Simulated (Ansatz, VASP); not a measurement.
Pd: VASP beside Ansatz

Contents of INCAR:

```
SYSTEM = Pd
PREC = Accurate
ENCUT = 520
EDIFF = 1E-7
ISMEAR = 0
SIGMA = 0.05
LREAL = .False.
LASPH = .True.
NELM = 100
ALGO = Normal
ISIF = 2
LWAVE = .False.
LCHARG = .True.
GGA = PE
LELF = .True.
LVHAR = .True.
NBANDS = 11
```

The input KPOINTS:

```
regular mesh
0
Gamma
  14 14 14
  0 0 0
```

The input POSCAR:

```
Pd
1.0
    0.0000000000      1.9450014428      1.9450014428
    1.9450014428      0.0000000000      1.9450014428
    1.9450014428      1.9450014428      0.0000000000
Pd
1
Direct
    0.0000000000      0.0000000000      0.0000000000
```

Input for Ansatz:

```yaml
crystal:
  lattice:
    - [0.0, 1.9450014428, 1.9450014428]
    - [1.9450014428, 0.0, 1.9450014428]
    - [1.9450014428, 1.9450014428, 0.0]
  atoms:
    - { symbol: Pd, position: [0.0, 0.0, 0.0] }
basis:
  ecutwfc: 420
  ecutrho_ratio: 4
kpoints:
  mp_grid: { grid: [14, 14, 14] }
hamiltonian:
  xc: pbe
scf:
  occupations: { method: gaussian, width: 0.05 }
output:
  forces: true
  stress: true
  eigenvalues: true
  states_by_energy: { minimum_broadening: 0.025 }
```

Alike in both runs: task single point; functional PBE; k mesh 14 × 14 × 14; occupations gaussian, width 0.05 eV; no spin polarisation.

|  | VASP | Ansatz |
| --- | --- | --- |
| version | VASP 6.6.1 | Ansatz 0.2.0 |
| potentials or method | VASP PAW PBE potentials, release 64 (Pd), cutoff 520 eV | scalar-relativistic, plane waves, PAW |
| valence electrons in the cell | 10 | 18 |

```csv
,VASP,Ansatz,Ansatz less VASP
gap on the k mesh at the Fermi level (eV),none,none,-
pressure (GPa),7.4,7.7,+0.34
```

A gap of «none» marks a metal or a gap that the smearing closes. VASP's potentials hold 10 valence electrons a cell and Ansatz's 18, so a difference there can come from the potentials and not from the codes.
